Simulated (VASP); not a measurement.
# W16F in VASP: notebook, part 2 of 2

VASP 6.6.1. The steps go on from the part before.

## 3. Single point, PBEsol

The input, INCAR:

```
PREC = Accurate ; ENCUT = 520
EDIFF = 1E-6 ; ISMEAR = 0
SIGMA = 0.1 ; LREAL = Auto
LASPH = True ; NELM = 60
ALGO = Normal ; ISIF = 2
LWAVE = False ; LCHARG = False
GGA = PS ; NBANDS = 130
```

The input, KPOINTS:

```
Automatic mesh
0
Gamma
  3 4 1
```

The input, POSCAR:

```
W16F
1.0
    6.3200000000      0.0000000000      0.0000000000
    3.1600000000      4.4689150000      0.0000000000
    0.0000000000      0.0000000000     18.7033720000
W F
16 1
Direct
   -0.2499999441      0.4999998881      0.0534662947
    0.2500000559      0.4999998881      0.0534662947
   -0.2500000000      1.0000000000      0.0534662947
    0.2500000000      1.0000000000      0.0534662947
    0.0001229295      0.0012842043      0.1687080811
    0.5001771675      0.0010548422      0.1688790663
   -0.0000073773      0.5019954508      0.1699740025
    0.5002463959      0.5014429677      0.1689618321
   -0.2490033083      0.5015635786      0.2881707106
    0.2489531165      0.5034526278      0.2879593583
   -0.2541497338      1.0108728853      0.2888928799
    0.2536371838      0.9962908223      0.2890066561
   -0.0018839805      0.0087708090      0.4016735057
    0.4986716289      0.0116124384      0.4016547390
    0.0008100583      0.5056260860      0.4022305176
    0.5009832848      0.5061049494      0.4147800193
    0.4751172786      0.5992537338      0.5132450983
```

Potentials or basis: VASP PAW PBE potentials, release 64 (W_sv, F).

Started as:

```bash
$ cat potpaw_PBE.64/W_sv/POTCAR potpaw_PBE.64/F/POTCAR > POTCAR
$ mpirun -np 1 vasp_std > vasp.out
```

It took 1.6 h on 1 thread of AMD EPYC 7R13 (Zen 3), shared host; peak memory 0.72 GiB.

The run converged. Its results:

```
Free energy            : -214.1617 eV
Largest force          : 0.452 eV/Å
Band gap on the k mesh : zero (an odd number of electrons rules out a gap without spin polarisation)
```

Forces in eV/Å, atoms in the order of the input:
```
W   -0.031  0.074 -0.142
W    0.040  0.022 -0.137
W    0.037 -0.087  0.036
W    0.004  0.082  0.026
W    0.000  0.009 -0.004
W    0.002  0.009 -0.001
W    0.000 -0.006 -0.008
W   -0.001  0.001 -0.004
W   -0.001  0.014  0.009
W    0.018  0.021  0.006
W    0.006  0.007 -0.019
W    0.004 -0.003 -0.003
W    0.010  0.013  0.040
W    0.004  0.019  0.015
W   -0.002  0.001  0.034
W   -0.018 -0.049 -0.274
F   -0.074 -0.126  0.428
```

Levels at points of the mesh, in eV from the Fermi level:
| k point | band 114 | band 115 | band 116 | band 117 | band 118 | band 119 |
| --- | --- | --- | --- | --- | --- | --- |
| (0.00, 0.00, 0.00) | 0.71 | 0.72 | 0.86 | 0.90 | 1.01 | 1.20 |
| (0.00, 0.50, 0.00) | -0.83 | -0.69 | -0.65 | -0.63 | -0.25 | -0.22 |

Caveat: the PAW data sets were made with another functional, which shifts forces and pressure a little; spin-orbit coupling is left out, which moves the levels of the heavy elements; an odd number of electrons without spin polarisation forces a metal; a magnetic or distorted state may lie lower.

## 4. Single point, PBEsol

The input, INCAR:

```
SYSTEM = W16F
PREC = Accurate ; ENCUT = 520
EDIFF = 1E-6 ; ISMEAR = 0
SIGMA = 0.1 ; LREAL = Auto
LASPH = .True. ; NELM = 60
ALGO = Normal ; ISIF = 2
LWAVE = .False. ; LCHARG = .False.
GGA = PS ; NBANDS = 130
```

The input, KPOINTS:

```
regular mesh
0
Gamma
  3 4 1
  0 0 0
```

The input, POSCAR:

```
W16F
1.0
    6.3200000000      0.0000000000      0.0000000000
    3.1600000000      4.4689150000      0.0000000000
    0.0000000000      0.0000000000     18.7033720000
W F
16 1
Direct
   -0.2499999441      0.4999998881      0.0534662947
    0.2500000559      0.4999998881      0.0534662947
   -0.2500000000      1.0000000000      0.0534662947
    0.2500000000      1.0000000000      0.0534662947
   -0.0000234410     -0.0018436242      0.1694837701
    0.4995214931     -0.0009268469      0.1694358108
   -0.0002928736      0.4998208737      0.1696867816
    0.5003472455      0.4987738635      0.1693909526
   -0.2511962230      0.4991744081      0.2891599440
    0.2520315070      0.4944623024      0.2893520484
   -0.2525143260      1.0020982722      0.2894074395
    0.2516229360      0.9946329254      0.2893500167
   -0.0064387635      0.0065550587      0.4026762126
    0.4945380621      0.0000172301      0.4068658849
    0.0028965579      0.4970309348      0.4027386612
    0.5073690198      0.4845572136      0.4089140718
    0.4669106520      0.7223343921      0.4973461470
```

Potentials or basis: VASP PAW PBE potentials, release 64 (W_sv, F).

Started as:

```bash
$ cat potpaw_PBE.64/W_sv/POTCAR potpaw_PBE.64/F/POTCAR > POTCAR
$ mpirun -np 1 vasp_std > vasp.out
```

OUTCAR:

```text
SYSTEM = W16F
   PREC = Accurate
   ENCUT = 520
   EDIFF = 1E-6
   ISMEAR = 0
   LREAL = Auto
   LASPH = .True.
   NELM = 60
   ISIF = 2
   GGA = PS

 ion  position               nearest neighbor table
   1  0.750  0.500  0.053-   8 2.68   7 2.69   3 2.74   4 2.74   4 2.74   3 2.74   6 3.11   5 3.12
                             2 3.16   2 3.16
   2  0.250  0.500  0.053-   8 2.68   7 2.69   4 2.74   3 2.74   3 2.74   4 2.74   5 3.11   6 3.12
                             1 3.16   1 3.16
   3  0.750  0.000  0.053-   5 2.68   6 2.69   1 2.74   2 2.74   2 2.74   1 2.74   8 3.11   7 3.12
                             4 3.16   4 3.16
   4  0.250  0.000  0.053-   6 2.68   5 2.69   2 2.74   1 2.74   1 2.74   2 2.74   7 3.12   8 3.12
[... 1153 lines left out ...]
  external PRESSURE =     -36.7015785 kB  Pullay stress =       0.0000000 kB

 VOLUME and BASIS-vectors are now :
 -----------------------------------------------------------------------------
  energy-cutoff  :      520.00
  volume of cell :      528.25
      direct lattice vectors                 reciprocal lattice vectors
     6.320000000  0.000000000  0.000000000     0.158227848 -0.111883981  0.000000000
     3.160000000  4.468915000  0.000000000     0.000000000  0.223767962  0.000000000
     0.000000000  0.000000000 18.703372000     0.000000000  0.000000000  0.053466295

 POSITION                                       TOTAL-FORCE (eV/Angst)
 -----------------------------------------------------------------------------------
      6.32000      2.23446      1.00000        -0.102983      0.015845      0.003441
      3.16000      2.23446      1.00000        -0.027313      0.041788     -0.015429
      4.74000      0.00000      1.00000         0.025160     -0.084306     -0.002770
      1.58000      0.00000      1.00000         0.078587     -0.052200     -0.028389
      9.47403      4.46068      3.16992        -0.009556     -0.005345      0.016749
      6.31405      4.46477      3.16902        -0.010035      0.002802      0.003652
[... 9 lines left out ...]
      4.73777      2.16545      7.64807        -0.065113     -0.119011     -0.157343
      5.23345      3.22805      9.30205         0.233438      0.319236      0.003417
 -----------------------------------------------------------------------------------
    total drift:                                0.010199      0.002559      0.004920

  FREE ENERGIE OF THE ION-ELECTRON SYSTEM (eV)
  ---------------------------------------------------
  free  energy   TOTEN  =      -214.1946360880 eV

  energy  without entropy=     -214.1492919373  energy(sigma->0) =     -214.17196401
```

OSZICAR:

```text
N       E                     dE             d eps       ncg     rms          rms(c)
DAV:   1     0.328396861955E+04    0.32840E+04   -0.14313E+05  2068   0.184E+03
DAV:   2    -0.198062632698E+02   -0.33038E+04   -0.32521E+04  1984   0.595E+02
DAV:   3    -0.216185601626E+03   -0.19638E+03   -0.18994E+03  2238   0.138E+02
[... 20 lines left out ...]
DAV:  24    -0.214194607899E+03   -0.52760E-04   -0.26387E-06  1344   0.536E-03    0.195E-03
DAV:  25    -0.214194630332E+03   -0.22433E-04   -0.16086E-06  1248   0.436E-03    0.133E-03
DAV:  26    -0.214194633706E+03   -0.33737E-05   -0.23442E-07  1176   0.189E-03    0.680E-04
DAV:  27    -0.214194635541E+03   -0.18351E-05   -0.16244E-07  1144   0.118E-03    0.390E-04
DAV:  28    -0.214194636088E+03   -0.54726E-06   -0.61907E-08  1120   0.797E-04
   1 F= -.21419464E+03 E0= -.21417196E+03  d E =-.453442E-01
```

stdout:

```text
POSCAR found type information on POSCAR W F
 POSCAR found :  2 types and      17 ions
 scaLAPACK will be used
 -----------------------------------------------------------------------------
|                                                                             |
|                                                                             |
|     You enforced a specific xc type in the INCAR file but a different       |
|     I HOPE YOU KNOW WHAT YOU ARE DOING!                                     |
|                                                                             |
 -----------------------------------------------------------------------------

 LDA part: xc-table for (Slater+PW92), standard interpolation
 POSCAR, INCAR and KPOINTS ok, starting setup
 FFT: planning ... GRIDC
 FFT: planning ... GRID_SOFT
 FFT: planning ... GRID
 WAVECAR not read
 entering main loop
```

It took 33 min on 1 thread of Intel Xeon Platinum 8375C at 2.90GHz (Ice Lake), shared host; peak memory 0.75 GiB.

What came out:

- Free energy: -214.1946 eV
- Largest force: 0.395 eV/Å
- Band gap on the k mesh: zero (an odd number of electrons rules out a gap without spin polarisation)

Forces in eV/Å, atoms in the order of the input:
```
W   -0.103  0.016  0.003
W   -0.027  0.042 -0.015
W    0.025 -0.084 -0.003
W    0.079 -0.052 -0.028
W   -0.010 -0.005  0.017
W   -0.010  0.003  0.004
W   -0.007 -0.005 -0.010
W   -0.005 -0.002  0.000
W   -0.009 -0.009  0.009
W   -0.007 -0.020  0.021
W   -0.010 -0.020  0.004
W    0.006 -0.006 -0.007
W   -0.045 -0.013  0.053
W   -0.035 -0.021  0.067
W   -0.009 -0.023  0.039
W   -0.065 -0.119 -0.157
F    0.233  0.319  0.003
```

Caveat: the PAW data sets were made with another functional, which shifts forces and pressure a little; spin-orbit coupling is left out, which moves the levels of the heavy elements; an odd number of electrons without spin polarisation forces a metal; a magnetic or distorted state may lie lower.

## 5. Overview

| cell | gap on the mesh (eV) | largest force (eV/Å) |
| --- | --- | --- |
| as given, atomic positions A | none | 0.38 |
| as given, atomic positions B | none | 0.45 |
| as given, atomic positions C | none | 0.40 |

Alike in all rows: task single point; level PBEsol; potentials or basis VASP PAW PBE potentials, release 64 (W_sv, F); no spin polarisation; k mesh 3 × 4 × 1; cutoff (eV) 520; smearing gaussian 0.1 eV.

Caveats: the PAW data sets were made with another functional, which shifts forces and pressure a little; spin-orbit coupling is left out, which moves the levels of the heavy elements; an odd number of electrons without spin polarisation forces a metal; a magnetic or distorted state may lie lower.

Absolute energies hang on the potentials; compare differences alone.
